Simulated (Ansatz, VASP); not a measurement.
**EuO in VASP and in Ansatz**

File INCAR:

```
SYSTEM = EuO
  PREC = Accurate
  ENCUT = 600
  EDIFF = 1E-6
  ISMEAR = 0
  SIGMA = 0.05
  LREAL = .False.
  LASPH = .True.
  NELM = 200
  ALGO = Normal
  ISIF = 2
  LWAVE = .False.
  LCHARG = .False.
  ISPIN = 2
  MAGMOM = 7.38 -0.1
  LORBIT = 11
  LMAXMIX = 6
  LDAU = .True.
  LDAUTYPE = 2
  LDAUL = 3 -1
  LDAUU = 6 0
  LDAUJ = 0 0
  LDAUPRINT = 1
  GGA = PS
  NBANDS = 22
  GGA_COMPAT = .False.
```

File KPOINTS:

```
Automatic mesh
0
Gamma
  8 8 8
  0 0 0
```

File POSCAR:

```
EuO
1.0
    0.0000000000      2.5076538333      2.5076538333
    2.5076538333      0.0000000000      2.5076538333
    2.5076538333      2.5076538333      0.0000000000
Eu O
1 1
Direct
    0.5000000000      0.5000000000      0.5000000000
    0.0000000000      0.0000000000      0.0000000000
```

Input for Ansatz:

```yaml
crystal:
  lattice:
    - [0.0, 2.5076538333, 2.5076538333]
    - [2.5076538333, 0.0, 2.5076538333]
    - [2.5076538333, 2.5076538333, 0.0]
  atoms:
    - { symbol: Eu, position: [0.5, 0.5, 0.5], spin: 7.39 }
    - { symbol: O, position: [0.0, 0.0, 0.0] }
basis:
  ecutwfc: 420
  ecutrho_ratio: 4
kpoints:
  mp_grid: { grid: [8, 8, 8] }
hamiltonian:
  xc: pbesol
  hubbard:
    sites:
      - { species: Eu, l: f, u_eff: 6.0, starting_ns: start.occupation_matrices }
    ns_hold: { iters: 6 }
scf:
  occupations: { method: gaussian, width: 0.05 }
  lower_state_search: "off"
output:
  forces: true
  stress: true
  eigenvalues: true
  populations: true
  hubbard: { sites: [{ species: Eu, l: f }] }
magnetization:
  spin_polarized: true
```

Alike in both runs: task single point; functional PBEsol; k mesh 8 × 8 × 8; occupations gaussian, width 0.05 eV; collinear spin; Hubbard terms Eu f U = 6.0 eV.

|  | VASP | Ansatz |
| --- | --- | --- |
| version | VASP 6.6.1 | Ansatz 0.2.0 |
| potentials or method | VASP PAW PBE potentials, release 64 (Eu, O), cutoff 600 eV | scalar-relativistic, plane waves, PAW |
| valence electrons in the cell | 23 | 23 |

```csv
,VASP,Ansatz,Ansatz less VASP
gap on the k mesh at the Fermi level (eV),none,none,-
pressure (GPa),3.5,4.3,+0.75
net moment per atom (μB),3.50,3.50,0.000
size of the moment on the site where the two differ most (μB),6.72,6.70,-0.020
```

VASP's potentials were made for PBE, not for PBEsol. Site moments also hang on the region over which each program counts them. The programs project onto different local orbitals, so the same U acts differently, and such runs can settle in different states. A gap of «none» marks a metal or a gap that the smearing closes. Ansatz's warnings: filled band counts differ across k points.

Spin-orbit coupling is off throughout.
